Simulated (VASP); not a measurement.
# H2 in VASP: a series of runs

H2 is run at these levels: PBEsol; tasks: single point, relaxation of the atoms.

All numbers are computed with VASP 6.6.1; they aren't measurements. Logs are shortened: lines on timing, memory, paths and dates and some standing lists are left out, and cuts for length are marked.

### 1 The cell of the first run

The cell holds a molecule in a box, 2 atoms: a = 9.000 Å, b = 9.500 Å, c = 10.000 Å, α = 90.00°, β = 90.00°, γ = 90.00°.

### 2 Single point, PBEsol

INCAR reads:

```
ALGO     = Normal         # electronic algorithm
EDIFF    = 1E-6           # SCF threshold, eV
ENCUT    = 520            # plane-wave cutoff, eV
GGA      = PS             # functional
ISIF     = 2              # what is computed and relaxed
ISMEAR   = 1              # smearing method
LASPH    = T              # aspherical terms in the spheres
LCHARG   = F              # write CHGCAR
LREAL    = F              # projectors in reciprocal space
LWAVE    = F              # write WAVECAR
NBANDS   = 8              # bands
NELM     = 100            # most SCF steps
PREC     = Accurate       # precision mode
SIGMA    = 0.05           # smearing width, eV
```

KPOINTS reads:

```
k-points
0
Gamma
  1 1 1
```

POSCAR reads:

```
H
1.0
    9.0000000000      0.0000000000      0.0000000000
    0.0000000000      9.5000000000      0.0000000000
    0.0000000000      0.0000000000     10.0000000000
H
2
Direct
    0.5000000000      0.5000000000      0.4621111806
    0.5000000000      0.5000000000      0.5378888194
```

Potentials or basis: VASP PAW PBE potentials, release 64 (H).

On the command line:

```sh
$ cat potpaw_PBE.64/H/POTCAR > POTCAR
$ mpirun -np 1 vasp_gam > vasp.out
```

OUTCAR:

```text
EDIFF = 1E-6
   ENCUT = 520
   GGA = PS
   ISIF = 2
   ISMEAR = 1
   LASPH = T
   LREAL = F
   NELM = 100
   PREC = Accurate

 ion  position               nearest neighbor table
   1  0.500  0.500  0.462-   2 0.76
   2  0.500  0.500  0.538-   1 0.76

  LATTYP: Found a simple orthorhombic cell.
 ALAT       =     9.0000000000
 B/A-ratio  =     1.0555555556
 C/A-ratio  =     1.1111111111

  Lattice vectors:

 A1 = (   9.0000000000,   0.0000000000,   0.0000000000)
 A2 = (   0.0000000000,   9.5000000000,   0.0000000000)
 A3 = (   0.0000000000,   0.0000000000,  10.0000000000)

Analysis of symmetry for initial positions (statically):
=====================================================================
 Subroutine PRICEL returns:
 Original cell was already a primitive cell.

 Routine SETGRP: Setting up the symmetry group for a
 simple orthorhombic supercell.

 Subroutine GETGRP returns: Found  8 space group operations
 (whereof  8 operations were pure point group operations)
 out of a pool of  8 trial point group operations.

The static configuration has the point symmetry D_2h.

Analysis of symmetry for dynamics (positions and initial velocities):
=====================================================================
 Subroutine PRICEL returns:
 Original cell was already a primitive cell.

 Routine SETGRP: Setting up the symmetry group for a
 simple orthorhombic supercell.

 Subroutine GETGRP returns: Found  8 space group operations
 (whereof  8 operations were pure point group operations)
 out of a pool of  8 trial point group operations.

The dynamic configuration has the point symmetry D_2h.

 Subroutine INISYM returns: Found  8 space group operations
 (whereof  8 operations are pure point group operations),
 and found     1 'primitive' translations

----------------------------------------------------------------------------------------

                                     Primitive cell

  volume of cell :     855.0000

  direct lattice vectors                    reciprocal lattice vectors
     9.000000000  0.000000000  0.000000000     0.111111111  0.000000000  0.000000000
     0.000000000  9.500000000  0.000000000     0.000000000  0.105263158  0.000000000
     0.000000000  0.000000000 10.000000000     0.000000000  0.000000000  0.100000000

  length of vectors
     9.000000000  9.500000000 10.000000000     0.111111111  0.105263158  0.100000000

  position of ions in fractional coordinates (direct lattice)
     0.500000000  0.500000000  0.462111181
     0.500000000  0.500000000  0.537888819

  ion indices of the primitive-cell ions
   primitive index   ion index
                 1           1
                 2           2

----------------------------------------------------------------------------------------

 KPOINTS: k-points

Automatic generation of k-mesh.
 Grid dimensions read from file:
 generate k-points for:    1    1    1

 Generating k-lattice:

  Cartesian coordinates                     Fractional coordinates (reciprocal lattice)
     0.111111111  0.000000000  0.000000000     1.000000000  0.000000000  0.000000000
     0.000000000  0.105263158  0.000000000     0.000000000  1.000000000  0.000000000
     0.000000000  0.000000000  0.100000000     0.000000000  0.000000000  1.000000000

  Length of vectors
     0.111111111  0.105263158  0.100000000

  Shift w.r.t. Gamma in fractional coordinates (k-lattice)
     0.000000000  0.000000000  0.000000000

 Subroutine IBZKPT returns following result:
 ===========================================

 Found      1 irreducible k-points:

 Following reciprocal coordinates:
            Coordinates               Weight
  0.000000  0.000000  0.000000      1.000000
   k-points           NKPTS =      1   k-points in BZ     NKDIM =      1   number of bands    NBANDS=      8
   number of dos      NEDOS =    301   number of ions     NIONS =      2
   total plane-waves  NPLWV = 403200
   dimension x,y,z NGX =    70 NGY =   72 NGZ =   80
   dimension x,y,z NGXF=   140 NGYF=  144 NGZF=  160
   ions per type =               2
   NGX,Y,Z   is equivalent  to a cutoff of  12.93, 12.60, 13.30 a.u.
   NGXF,Y,Z  is equivalent  to a cutoff of  25.86, 25.20, 26.60 a.u.
 SYSTEM =  unknown system
   PREC   = accura    normal or accurate (medium, high low for compatibility)
   ISTART =      0    job   : 0-new  1-cont  2-samecut
   ICHARG =      2    charge: 1-file 2-atom 10-const
   ISPIN  =      1    spin polarized calculation?
   LNONCOLLINEAR =      F non collinear calculations
   LSORBIT =      F    spin-orbit coupling
   LASPH  =      T    aspherical Exc in radial PAW
   ENCUT  =  520.0 eV  38.22 Ry    6.18 a.u.  16.73 17.66 18.59*2*pi/ulx,y,z
   NELM   =    100;   NELMIN=  2; NELMDL= -5     # of ELM steps
   EDIFF  = 0.1E-05   stopping-criterion for ELM
   LREAL  =      F    real-space projection
   EDIFFG = 0.1E-04   stopping-criterion for IOM
   NSW    =      0    number of steps for IOM
   IBRION =     -1    ionic relax: 0-MD 1-quasi-New 2-CG
   NFREE  =      0    steps in history (QN), initial steepest desc. (CG)
   ISIF   =      2    stress and relaxation
   ISYM   =      2    0-nonsym 1-usesym 2-fastsym
   POTIM  = 0.5000    time-step for ionic-motion
   TEBEG  =    0.0;   TEEND  =   0.0 temperature during run
   PSTRESS=    0.0 pullay stress
   NELECT =       2.0000    total number of electrons
   NUPDOWN=      -1.0000    fix difference up-down
   EMIN   =  10.00;   EMAX   =-10.00  energy-range for DOS
   EFERMI =   0.00;   METHOD = LEGACY
   ISMEAR =     1;   SIGMA  =   0.05  broadening in eV -4-tet -1-fermi 0-gaus
   EFERMI_NEDOS =   21; number of points for ismear=-14 and -15
   IALGO  =     38    algorithm
   IMIX   =      4    mixing-type and parameters
     AMIX     =   0.40;   BMIX     =  1.00
     AMIX_MAG =   1.60;   BMIX_MAG =  1.00
  volume/ion in A,a.u.               =     427.50      2884.91
  Fermi-wavevector in a.u.,A,eV,Ry     =   0.217318  0.410672  0.642565  0.047227
  Thomas-Fermi vector in A             =   0.994036
   LORBIT       =      0    0 simple, 1 ext, 2 COOP (PROOUT), +10 PAW based schemes
   GGA     = PS    functional components
   LHFCALC =     F    Hartree Fock is set to
   AEXX    =    0.0000 exact exchange contribution
   IVDW    =     0    specifies the selected vdW correction
   LEPSILON=     F    determine dielectric tensor
   LRPA    =     F    only Hartree local field effects (RPA)
 non-spin polarized calculation
 Methfessel and Paxton  Order N= 1 SIGMA  =   0.05
  energy-cutoff  :      520.00
  volume of cell :      855.00
 maximum number of plane-waves:     11510
 NGX is ok and might be reduce to    70
   NGX = 33   NGY = 35   NGZ = 37

 number of electron       2.0000001 magnetization

 Free energy of the ion-electron system (eV)
  ---------------------------------------------------
  ext. energy  EPLUGINS =         0.00000000
  ---------------------------------------------------
  free energy    TOTEN  =        -6.51055029 eV

  energy without entropy =       -6.51344924  energy(sigma->0) =       -6.51151661

 E-fermi : -10.0654     XC(G=0):  -0.4279

 val. band max:      -10.1075357319   @ k =   0.0000   0.0000   0.0000
 cond. band min:      -0.1690453762   @ k =   0.0000   0.0000   0.0000
 fundamental gap:      9.9384903557
 Fermi energy:       -10.0654416211

 k-point     1 :       0.0000    0.0000    0.0000
  band No.  band energies     occupation
      1     -10.1075      2.00000
      2      -0.1690      0.00000
      3       0.4259      0.00000
      4       1.0756      0.00000
      5       1.2082      0.00000
      6       1.3623      0.00000
      7       1.5283      0.00000
      8       1.7254      0.00000

------------------------ aborting loop because EDIFF is reached ----------------------------------------

  FORCE on cell =-STRESS in cart. coord.  units (eV):
  Direction    XX          YY          ZZ          XY          YZ          ZX
  --------------------------------------------------------------------------------------
  -------------------------------------------------------------------------------------
  Total       -0.0254615     -0.0247346     -0.0161348      0.0000000      0.0000000      0.0000000
  in kB       -0.0477121     -0.0463499     -0.0302348      0.0000000      0.0000000      0.0000000
  external PRESSURE =      -0.0414323 kB  Pullay stress =       0.0000000 kB

 VOLUME and BASIS-vectors are now :
 -----------------------------------------------------------------------------
  energy-cutoff  :      520.00
  volume of cell :      855.00
      direct lattice vectors                 reciprocal lattice vectors
     9.000000000  0.000000000  0.000000000     0.111111111  0.000000000  0.000000000
     0.000000000  9.500000000  0.000000000     0.000000000  0.105263158  0.000000000
     0.000000000  0.000000000 10.000000000     0.000000000  0.000000000  0.100000000

 POSITION                                       TOTAL-FORCE (eV/Angst)
 -----------------------------------------------------------------------------------
      4.50000      4.75000      4.62111         0.000000      0.000000     -0.019582
      4.50000      4.75000      5.37889         0.000000     -0.000000      0.019582
 -----------------------------------------------------------------------------------
    total drift:                                0.000000      0.000000      0.000000

  FREE ENERGIE OF THE ION-ELECTRON SYSTEM (eV)
  ---------------------------------------------------
  free  energy   TOTEN  =        -6.5105502913 eV

  energy  without entropy=       -6.5134492440  energy(sigma->0) =       -6.51151661
```

Run time: 23 s. Hardware: 1 thread of Intel Xeon Platinum 8559C (Emerald Rapids), shared host; peak memory 0.65 GiB.

What came out:

- Free energy: -6.5106 eV
- Largest force: 0.020 eV/Å
- Gap between the frontier levels: 9.94 eV

Forces in eV/Å, atoms in the order of the input:
```
H    0.000  0.000 -0.020
H    0.000  0.000  0.020
```

Caveat: the PAW data sets were made with another functional, which shifts forces and pressure a little.

### 3 Relaxation of the atoms, PBEsol

INCAR reads:

```
  PREC = Accurate
  ENCUT = 520
  EDIFF = 1E-6
  ISMEAR = 1
  SIGMA = 0.05
  LREAL = False
  LASPH = True
  NELM = 100
  ALGO = Normal
  ISIF = 2
  LWAVE = False
  LCHARG = False
  GGA = PS
  IBRION = 2
  NSW = 80
  EDIFFG = -0.02
```

KPOINTS reads:

```
Automatic mesh
0
Gamma
  1 1 1
```

POSCAR reads:

```
H
1.0
    9.0000000000      0.0000000000      0.0000000000
    0.0000000000      9.5000000000      0.0000000000
    0.0000000000      0.0000000000     10.0000000000
H
2
Direct
    0.5000000000      0.5000000000      0.4625000000
    0.5000000000      0.5000000000      0.5375000000
```

Potentials or basis: VASP PAW PBE potentials, release 64 (H).

On the command line:

```sh
$ cat potpaw_PBE.64/H/POTCAR > POTCAR
$ mpirun -np 1 vasp_gam > vasp.out
```

It took 50 s on 1 thread of Intel Xeon Platinum 8559C (Emerald Rapids), shared host; peak memory 0.75 GiB.

It converged, with:

```
Free energy                     : -6.5106 eV
Energy gained by relaxing       : 0.6 meV/atom
Ionic steps                     : 3
Gap between the frontier levels : 9.94 eV
```

Step by step:
| step | energy change (eV) | largest force (eV/Å) | pressure (GPa) |
| --- | --- | --- | --- |
| 1 | 0.0000 | 0.2863 | 0.01 |
| 2 | 0.0047 | 0.6032 | -0.03 |
| 3 | -0.0012 | 0.0003 | -0.01 |

Final structure:
```xyz
2
Lattice="9.0000 0.0000 0.0000 0.0000 9.5000 0.0000 0.0000 0.0000 10.0000" Properties=species:S:1:pos:R:3 pbc="T T T"
H     4.5000    4.7500    4.6208
H     4.5000    4.7500    5.3792
```

Levels at points of the mesh, in eV from the valence-band top:
```
           k point  band 1  band 2  band 3  band 4
(0.00, 0.00, 0.00)    0.00    9.94   10.53   11.18
```

Caveat: the PAW data sets were made with another functional, which shifts forces and pressure a little.
